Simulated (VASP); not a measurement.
## SrO: single point with r2SCAN

SrO:

```xyz
2
Lattice="0.0000 2.5698 2.5698 2.5698 0.0000 2.5698 2.5698 2.5698 0.0000" Properties=species:S:1:pos:R:3 pbc="T T T"
Sr    0.0000    0.0000    0.5000
O     2.5698    2.5698    2.5698
```

This cell differs from its parent crystal: all Sr atoms moved -0.500 Å, as atom 1 towards its neighbour atom 2 (O) at 2.570 Å.

| Property | Result |
| --- | --- |
| Program | VASP 6.6.1 |
| Task | single point |
| Functional | r2SCAN |
| Potentials or basis | VASP PAW PBE potentials, release 64 (Sr_sv, O) |
| Cutoff | 520 eV |
| k mesh | 8 × 8 × 8 |
| Occupations | gaussian, width 0.05 eV |
| Spin | no spin polarisation |
| Dipole correction | no |
| Further INCAR settings | ALGO = Normal; EDIFF = 1e-06; NBANDS = 15 |

- Pressure: 11.7 GPa
- Largest force: 3.603 eV/Å
- Band gap on the k mesh: 3.74 eV

Forces in eV/Å, atoms in the order of the input:
```
Sr   0.000  0.000 -3.603
O    0.000  0.000  3.603
```

Stress tensor (GPa, compression positive):
```
 0.25  0.00  0.00
 0.00  0.25  0.00
 0.00  0.00 34.51
```

Levels at points of the mesh, in eV from the valence-band top:
| k point | band 6 | band 7 | band 8 | band 9 | band 10 | band 11 |
| --- | --- | --- | --- | --- | --- | --- |
| (0.00, 0.00, 0.00) | -0.72 | -0.72 | -0.43 | 4.44 | 6.87 | 7.79 |
| (0.50, 0.00, 0.00) | -2.16 | -1.26 | -1.00 | 6.73 | 8.43 | 9.71 |
| (0.50, 0.50, 0.00) | -0.27 | -0.27 | 0.00 | 3.74 | 7.15 | 10.55 |
| (0.00, 0.50, 0.50) | -1.29 | -0.61 | -0.09 | 5.29 | 7.84 | 11.17 |

Run time: 3.4 min on 1 thread of AMD EPYC 7R13, on a shared host, peak memory 0.15 GiB.

Caveat: the cell differs from its parent crystal (all Sr atoms moved -0.500 Å, as atom 1 towards its neighbour atom 2 (O) at 2.570 Å); the stress differs along the axes, from 0 to 35 GPa; the PAW data sets were made with another functional, which shifts forces and pressure a little. A k mesh can miss the band edges.
